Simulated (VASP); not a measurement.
# TiC (Fm-3m) in VASP: further runs, part 2 of 2

VASP 6.6.1.

**4. Vibrations by perturbation theory, LDA**

This run uses another cell than the first one, of 9.67 Å³/atom, 1.031 times its volume.

Input file INCAR:

```
SYSTEM = TiC
ALGO = Normal
EDIFF = 1E-8
ENCUT = 520
GGA = CA
IBRION = 8
ISIF = 2
ISMEAR = -1
LASPH = .TRUE.
LCHARG = .FALSE.
LREAL = .FALSE.
LWAVE = .FALSE.
NELM = 80
NSW = 1
PREC = Accurate
SIGMA = 0.08
```

Input file KPOINTS:

```
k-points
0
G
  16 16 16
  0 0 0
```

Input file POSCAR:

```
TiC
1.0
    0.0000000000      2.1304451090      2.1304451090
    2.1304451090      0.0000000000      2.1304451090
    2.1304451090      2.1304451090      0.0000000000
Ti C
1 1
Direct
    0.0000000000      0.0000000000      0.0000000000
    0.5000000000      0.5000000000      0.5000000000
```

Potentials or basis: VASP PAW LDA potentials, release 64 (Ti_sv, C).

Launch:

```
cat potpaw_LDA.64/Ti_sv/POTCAR potpaw_LDA.64/C/POTCAR > POTCAR
mpirun -np 1 vasp_std > vasp.out
```

OUTCAR:

```text
SYSTEM = TiC
   EDIFF = 1E-8
   ENCUT = 520
   GGA = CA
   IBRION = 8
   ISIF = 2
   ISMEAR = -1
   LASPH = .TRUE.
   LREAL = .FALSE.
   NELM = 80
   NSW = 1
   PREC = Accurate

 ion  position               nearest neighbor table
   1  0.000  0.000  0.000-   2 2.13   2 2.13   2 2.13   2 2.13   2 2.13   2 2.13
   2  0.500  0.500  0.500-   1 2.13   1 2.13   1 2.13   1 2.13   1 2.13   1 2.13

  LATTYP: Found a face centered cubic cell.
 ALAT       =     4.2608902180

  Lattice vectors:

 A1 = (   0.0000000000,   2.1304451090,   2.1304451090)
 A2 = (   2.1304451090,   0.0000000000,   2.1304451090)
 A3 = (   2.1304451090,   2.1304451090,   0.0000000000)

Analysis of symmetry for initial positions (statically):
=====================================================================
[... 590 lines left out ...]

------------------------ aborting loop because EDIFF is reached ----------------------------------------

 INTERNAL STRAIN TENSOR  FOR ION    2  DIRECTION 1   (eV/Angst):
 -----------------------------------------------------------------------------
    -0.01253 -0.00000 -0.00000
    -0.00000  0.00499 -0.00000
     0.00000 -0.00000  0.00499

 INTERNAL STRAIN TENSOR FOR ION    2 for displacements in x,y,z  (eV/Angst):
          X           Y           Z          XY          YZ          ZX
  --------------------------------------------------------------------------------
  x     0.00000     0.00000     0.00000     0.00000     0.00000     0.00000
  y     0.00000     0.00000     0.00000     0.00000     0.00000     0.00000
  z     0.00000     0.00000     0.00000     0.00000     0.00000     0.00000

 SECOND DERIVATIVES (NOT SYMMETRIZED)
 ------------------------------------
               1X          1Y          1Z          2X          2Y          2Z
  1X   -11.033680    0.000000    0.000000   11.033680    0.000000    0.000000
  1Y     0.000000  -11.033680    0.000000    0.000000   11.033680    0.000000
  1Z     0.000000    0.000000  -11.033680    0.000000    0.000000   11.033680
  2X    10.934346    0.000000    0.000000  -10.934346    0.000000    0.000000
  2Y     0.000000   10.934346    0.000000    0.000000  -10.934346    0.000000
  2Z     0.000000    0.000000   10.934346    0.000000    0.000000  -10.934346

 Eigenvectors and eigenvalues of the dynamical matrix
 ----------------------------------------------------

   1 f  =   16.697722 THz   104.914883 2PiTHz  556.976063 cm-1    69.056200 meV
             X         Y         Z           dx          dy          dz
      0.000000  0.000000  0.000000     0.000000    0.000000   -0.449448
      2.130445  2.130445  2.130445     0.000000    0.000000    0.893306
[... 21 lines left out ...]
   6 f/i=    0.030314 THz     0.190470 2PiTHz    1.011175 cm-1     0.125370 meV
             X         Y         Z           dx          dy          dz
      0.000000  0.000000  0.000000    -0.023890    0.132114    0.883160
      2.130445  2.130445  2.130445    -0.012020    0.066470    0.444343

--------------------------------------------------------------------------------------------------------

 ELASTIC MODULI CONTR FROM IONIC RELAXATION (kBar)
 Direction    XX          YY          ZZ          XY          YZ          ZX
 --------------------------------------------------------------------------------
 XX           0.0000      0.0000      0.0000      0.0000      0.0000      0.0000
 YY           0.0000      0.0000      0.0000      0.0000      0.0000      0.0000
 ZZ           0.0000      0.0000      0.0000      0.0000      0.0000      0.0000
 XY           0.0000      0.0000      0.0000      0.0000      0.0000      0.0000
 YZ           0.0000      0.0000      0.0000      0.0000      0.0000      0.0000
 ZX           0.0000      0.0000      0.0000      0.0000      0.0000      0.0000
 --------------------------------------------------------------------------------
```

stdout:

```text
POSCAR found type information on POSCAR TiC
 POSCAR found :  2 types and       2 ions
 scaLAPACK will be used
 LDA part: xc-table for (Slater(with rela. corr.)+CA(PZ))
 , standard interpolation
 POSCAR, INCAR and KPOINTS ok, starting setup
 FFT: planning ... GRIDC
 FFT: planning ... GRID_SOFT
 FFT: planning ... GRID
 WAVECAR not read
 entering main loop
 Linear response reoptimize wavefunctions to high precision
 Linear response DOF=           2
 Linear response progress:
 first order change of Fermi-energy   0.62079E-04
 force on displaced ion       1 direction 1 : -11.034   0.000   0.000
 Linear response progress:
 first order change of Fermi-energy   0.25690E-03
 force on displaced ion       2 direction 1 : -10.934   0.000   0.000
 Linear response finished
```

Run time: 2.2 min. Hardware: 1 thread of Intel Xeon 6975P-C (Granite Rapids), shared host; peak memory 0.32 GiB.

Results:

```yaml
Highest_phonon_frequency_at_Γ_LO-TO_splitting_left_out: 557 cm⁻¹
```

Phonon frequencies in cm⁻¹ (negative: imaginary):
| q point | frequencies |
| --- | --- |
| (0.000, 0.000, 0.000) | -1 -1 -1 557 557 557 |

**5. Vibrations by perturbation theory, LDA (volume scaled by 1.030)**

Input file INCAR:

```
PREC = Accurate
ENCUT = 520
EDIFF = 1E-8
ISMEAR = -1
SIGMA = 0.08
LREAL = False
LASPH = True
NELM = 80
ALGO = Normal
ISIF = 2
LWAVE = False
LCHARG = False
NBANDS = 15
IBRION = 8
NSW = 1
```

Input file KPOINTS:

```
Automatic mesh
0
Gamma
  16 16 16
```

Input file POSCAR:

```
TiC
1.0
    0.0000000000      2.1515399968      2.1515399968
    2.1515399968      0.0000000000      2.1515399968
    2.1515399968      2.1515399968      0.0000000000
Ti C
1 1
Direct
    0.0000000000      0.0000000000      0.0000000000
    0.5000000000      0.5000000000      0.5000000000
```

Potentials or basis: VASP PAW LDA potentials, release 64 (Ti_sv, C).

Launch:

```
cat potpaw_LDA.64/Ti_sv/POTCAR potpaw_LDA.64/C/POTCAR > POTCAR
mpirun -np 1 vasp_std > vasp.out
```

OUTCAR:

```text
PREC = Accurate
   ENCUT = 520
   EDIFF = 1E-8
   ISMEAR = -1
   LREAL = False
   LASPH = True
   NELM = 80
   ISIF = 2
   IBRION = 8
   NSW = 1

 ion  position               nearest neighbor table
   1  0.000  0.000  0.000-   2 2.15   2 2.15   2 2.15   2 2.15   2 2.15   2 2.15
   2  0.500  0.500  0.500-   1 2.15   1 2.15   1 2.15   1 2.15   1 2.15   1 2.15

  LATTYP: Found a face centered cubic cell.
 ALAT       =     4.3030799936

  Lattice vectors:

 A1 = (   0.0000000000,   2.1515399968,   2.1515399968)
 A2 = (   2.1515399968,   0.0000000000,   2.1515399968)
 A3 = (   2.1515399968,   2.1515399968,   0.0000000000)

Analysis of symmetry for initial positions (statically):
=====================================================================
 Subroutine PRICEL returns:
 Original cell was already a primitive cell.

 Routine SETGRP: Setting up the symmetry group for a
 face centered cubic supercell.

 Subroutine GETGRP returns: Found 48 space group operations
 (whereof 48 operations were pure point group operations)
 out of a pool of 48 trial point group operations.

The static configuration has the point symmetry O_h .

Analysis of symmetry for dynamics (positions and initial velocities):
=====================================================================
 Subroutine PRICEL returns:
 Original cell was already a primitive cell.

 Routine SETGRP: Setting up the symmetry group for a
 face centered cubic supercell.

 Subroutine GETGRP returns: Found 48 space group operations
 (whereof 48 operations were pure point group operations)
 out of a pool of 48 trial point group operations.

[... 614 lines left out ...]
    total drift:                                0.000000     -0.000000     -0.000000

  FREE ENERGIE OF THE ION-ELECTRON SYSTEM (eV)
  ---------------------------------------------------
  free  energy   TOTEN  =       -20.5300559636 eV

  energy  without entropy=      -20.5232527569  energy(sigma->0) =      -20.52665436

[... ionic steps 2 to 3 ...]

--------------------------------------- Ionic step        4  -------------------------------------------

------------------------ aborting loop because EDIFF is reached ----------------------------------------

[... ionic steps 5 to 6 ...]

--------------------------------------- Ionic step        7  -------------------------------------------

 Free energy of the ion-electron system (eV)
  ---------------------------------------------------
  ---------------------------------------------------
  free energy    TOTEN  =        -0.11742892 eV

  energy without entropy =       -0.11742892

------------------------ aborting loop because EDIFF is reached ----------------------------------------

 INTERNAL STRAIN TENSOR  FOR ION    2  DIRECTION 1   (eV/Angst):
 -----------------------------------------------------------------------------
    -0.01407  0.00000  0.00000
     0.00000  0.00571  0.00000
    -0.00000  0.00000  0.00571

 INTERNAL STRAIN TENSOR FOR ION    2 for displacements in x,y,z  (eV/Angst):
          X           Y           Z          XY          YZ          ZX
  --------------------------------------------------------------------------------
  x     0.00000     0.00000     0.00000     0.00000     0.00000     0.00000
  y     0.00000     0.00000     0.00000     0.00000     0.00000     0.00000
  z     0.00000     0.00000     0.00000     0.00000     0.00000     0.00000

 SECOND DERIVATIVES (NOT SYMMETRIZED)
 ------------------------------------
               1X          1Y          1Z          2X          2Y          2Z
  1X    -9.801020    0.000000    0.000000    9.801020    0.000000    0.000000
  1Y     0.000000   -9.801020    0.000000    0.000000    9.801020    0.000000
  1Z     0.000000    0.000000   -9.801020    0.000000    0.000000    9.801020
  2X     9.790258    0.000000    0.000000   -9.790258    0.000000    0.000000
  2Y     0.000000    9.790258    0.000000    0.000000   -9.790258    0.000000
  2Z     0.000000    0.000000    9.790258    0.000000    0.000000   -9.790258

 Eigenvectors and eigenvalues of the dynamical matrix
 ----------------------------------------------------

   1 f  =   15.787370 THz    99.194974 2PiTHz  526.609992 cm-1    65.291288 meV
             X         Y         Z           dx          dy          dz
      0.000000  0.000000  0.000000    -0.448022   -0.000000   -0.000000
      2.151540  2.151540  2.151540     0.894022   -0.000000   -0.000000
[... 21 lines left out ...]
   6 f/i=    0.003474 THz     0.021826 2PiTHz    0.115873 cm-1     0.014366 meV
             X         Y         Z           dx          dy          dz
      0.000000  0.000000  0.000000    -0.363021   -0.004605   -0.816989
      2.151540  2.151540  2.151540    -0.181921   -0.002308   -0.409418

--------------------------------------------------------------------------------------------------------

 ELASTIC MODULI CONTR FROM IONIC RELAXATION (kBar)
 Direction    XX          YY          ZZ          XY          YZ          ZX
 --------------------------------------------------------------------------------
 XX           0.0000      0.0000      0.0000      0.0000      0.0000      0.0000
 YY           0.0000      0.0000      0.0000      0.0000      0.0000      0.0000
 ZZ           0.0000      0.0000      0.0000      0.0000      0.0000      0.0000
 XY           0.0000      0.0000      0.0000      0.0000      0.0000      0.0000
 YZ           0.0000      0.0000      0.0000      0.0000      0.0000      0.0000
 ZX           0.0000      0.0000      0.0000      0.0000      0.0000      0.0000
 --------------------------------------------------------------------------------
```

stdout:

```text
POSCAR found type information on POSCAR TiC
 POSCAR found :  2 types and       2 ions
 scaLAPACK will be used
 LDA part: xc-table for (Slater(with rela. corr.)+CA(PZ))
 , standard interpolation
 POSCAR, INCAR and KPOINTS ok, starting setup
 FFT: planning ... GRIDC
 FFT: planning ... GRID_SOFT
 FFT: planning ... GRID
 WAVECAR not read
 entering main loop
 Linear response reoptimize wavefunctions to high precision
 Linear response DOF=           2
 Linear response progress:
 first order change of Fermi-energy   0.93002E-04
 force on displaced ion       1 direction 1 :  -9.801   0.000   0.000
 Linear response progress:
 first order change of Fermi-energy   0.26152E-03
 force on displaced ion       2 direction 1 :  -9.790   0.000   0.000
 Linear response finished
```

Wall time 3.1 min (1 thread of Intel Xeon 6975P-C (Granite Rapids), shared host); peak memory 0.35 GiB.

What came out:

| Item | Value |
| --- | --- |
| Highest phonon frequency at Γ, LO-TO splitting left out | 527 cm⁻¹ |

Phonon frequencies in cm⁻¹ (negative: imaginary):
```tsv
q point	frequencies
(0.000, 0.000, 0.000)	0 0 0 527 527 527
```

Caveat: the cell differs from its parent crystal (volume scaled by 1.030); the cell wasn't relaxed at this level first, which shifts response properties.
